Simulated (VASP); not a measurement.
Input of a VASP 6.6.1 run:

Contents of INCAR:

```
SYSTEM = Al3Cu2
PREC = Accurate ; ENCUT = 520
EDIFF = 1E-6 ; ISMEAR = 0
SIGMA = 0.15 ; LREAL = .False.
LASPH = .True. ; NELM = 100
ALGO = Fast ; ISIF = 2
LWAVE = .False. ; LCHARG = .False.
GGA = PS ; NBANDS = 24
```

The input KPOINTS:

```
Automatic mesh
0
Gamma
  12 12 10
  0 0 0
```

POSCAR

```
Al3Cu2
1.0
    3.7706987475      0.0000000000      0.0000000000
   -1.8853493737      3.2655209053      0.0000000000
    0.0000000000      0.0000000000      4.9821008669
Al Cu
3 2
Direct
    0.0000000000      0.0000000000      0.0000000000
    0.3333333333      0.6666666667      0.3515059889
    0.6666666667      0.3333333333      0.6484940111
    0.3333333333      0.6666666667      0.8422899951
    0.6666666667      0.3333333333      0.1577100049
```

Potentials or basis: VASP PAW PBE potentials, release 64 (Al, Cu).

The run is started by

```console
$ cat potpaw_PBE.64/Al/POTCAR potpaw_PBE.64/Cu/POTCAR > POTCAR
$ mpirun -np 1 vasp_std > vasp.out
```

Question: Predict the pressure.

Answer: 28.9 GPa.

Question: What does it give for the largest force?

Answer: 0.301 eV/Å.

Question: Predict the band gap on the k mesh.

Answer: Zero (an odd number of electrons rules out a gap without spin polarisation).

Stress tensor (GPa, compression positive):
```
36.19  0.00  0.00
 0.00 36.19  0.00
 0.00  0.00 14.19
```

Caveat: the cell differs from its parent crystal (strain -0.080 along x and y, +0.000 along z); the stress differs along the axes, from 14 to 36 GPa; the PAW data sets were made with another functional, which shifts forces and pressure a little.
